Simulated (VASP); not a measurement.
A run of VASP 6.6.1:

Contents of INCAR:

```
SYSTEM = Si2W
PREC = Accurate ; ENCUT = 520
EDIFF = 1E-6 ; ISMEAR = -1
SIGMA = 0.05 ; LREAL = .FALSE.
LASPH = .TRUE. ; NELM = 100
ALGO = Normal ; ISIF = 2
LWAVE = .FALSE. ; LCHARG = .FALSE.
GGA = PE ; NBANDS = 18
```

Contents of KPOINTS:

```
Automatic mesh
0
G
  12 12 12
  0 0 0
```

File POSCAR:

```
Si2W
1.0
   -1.6069000000      1.6069000000      3.9149500000
    1.6069000000     -1.6069000000      3.9149500000
    1.6069000000      1.6069000000     -3.9149500000
W Si
1 2
Direct
    0.0000000000      0.0000000000      0.0000000000
    0.6653000000      0.6653000000      0.0000000000
    0.3347000000      0.3347000000      0.0000000000
```

Potentials or basis: VASP PAW PBE potentials, release 64 (W_sv, Si).

Launch:

```bash
$ cat potpaw_PBE.64/W_sv/POTCAR potpaw_PBE.64/Si/POTCAR > POTCAR
$ mpirun -np 1 vasp_std > vasp.out
```

Hardware: 1 thread of Intel(R) Xeon(R) Platinum 8259CL CPU @ 2.50GHz (Skylake/Cascade Lake), on a shared host.

Question: Estimate the wall time of this run.

Answer: It took 100 s on 1 thread of Intel(R) Xeon(R) Platinum 8259CL CPU @ 2.50GHz (Skylake/Cascade Lake), on a shared host, peak memory 0.28 GiB. Counts: scf iterations 12, k points 163.
